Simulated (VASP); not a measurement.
Set up this calculation in VASP 6.6.1, as the native input.

- Task: single point
- Functional: LDA
- Potentials or basis: VASP PAW LDA potentials, release 64 (Al, Ga_d, N)
- Cutoff: 520 eV
- k mesh: 6 × 6 × 6
- Occupations: gaussian, width 0.05 eV
- Spin: no spin polarisation
- Dipole correction: no
- Further INCAR settings: ALGO = Normal; EDIFF = 1e-06; NBANDS = 41

The structure of AlGa3N4 lies in POSCAR:

```
AlGa3N4
1.0
    4.6138190286     -0.2709413772     -0.2709413772
   -0.2709413772      4.6138190286     -0.2709413772
   -0.2709413772     -0.2709413772      4.6138190286
Al Ga N
1 3 4
Direct
    0.0000000000      0.0000000000      0.0000000000
    0.5000000000      0.5000000000      0.0000000000
    0.5000000000      0.0000000000      0.5000000000
    0.0000000000      0.5000000000      0.5000000000
    0.7548078379      0.7548078379      0.2451921621
    0.7548078379      0.2451921621      0.7548078379
    0.2451921621      0.7548078379      0.7548078379
    0.2451921621      0.2451921621      0.2451921621
```

One way to write it, as run:

INCAR

```
SYSTEM = AlGa3N4
  PREC = Accurate
  ENCUT = 520
  EDIFF = 1E-6
  ISMEAR = 0
  SIGMA = 0.05
  LREAL = .False.
  LASPH = .True.
  NELM = 60
  ALGO = Normal
  ISIF = 2
  LWAVE = .False.
  LCHARG = .False.
  GGA = CA
  NBANDS = 41
```

KPOINTS

```
Automatic mesh
0
Gamma
  6 6 6
  0 0 0
```

Potentials or basis: VASP PAW LDA potentials, release 64 (Al, Ga_d, N).

Command:

```console
$ cat potpaw_LDA.64/Al/POTCAR potpaw_LDA.64/Ga_d/POTCAR potpaw_LDA.64/N/POTCAR > POTCAR
$ mpirun -np 1 vasp_std > vasp.out
```

It gave:

The pressure is -9.1 GPa, the largest force is 2.644 eV/Å and the band gap on the k mesh is 1.14 eV, direct.

Caveat: forces of over 1 eV/Å act on the atoms, so gaps and moduli don't describe the material at rest.

Run time: 50 s on 1 thread of Intel(R) Xeon(R) 6975P-C (Granite Rapids), on a shared host, peak memory 0.24 GiB.
